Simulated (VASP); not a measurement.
A run of VASP 6.6.1 is set up as follows.

The input INCAR:

```
SYSTEM = AlN
PREC = Accurate
ENCUT = 520
EDIFF = 1E-6
ISMEAR = 0
SIGMA = 0.01
LREAL = .False.
LASPH = .True.
NELM = 80
ALGO = Normal
ISIF = 2
LWAVE = .False.
LCHARG = .True.
GGA = PE
LELF = .True.
LVHAR = .True.
NBANDS = 11
```

KPOINTS

```
regular mesh
0
Gamma
  8 8 8
  0 0 0
```

Contents of POSCAR:

```
AlN
1.0
    0.0000000000      2.2015871022      2.2015871022
    2.2015871022      0.0000000000      2.2015871022
    2.2015871022      2.2015871022      0.0000000000
Al N
1 1
Direct
    0.0000000000      0.0000000000      0.0000000000
    0.7500000000      0.7500000000      0.7500000000
```

Potentials or basis: VASP PAW PBE potentials, release 64 (Al, N).

Run with:

```sh
$ cat potpaw_PBE.64/Al/POTCAR potpaw_PBE.64/N/POTCAR > POTCAR
$ mpirun -np 1 vasp_std > vasp.out
```

(1) Estimate the pressure.

(2) Estimate the band gap on the k mesh.

Results:

(1) -0.3 GPa.

(2) 3.30 eV, indirect (least direct gap 3.98 eV).
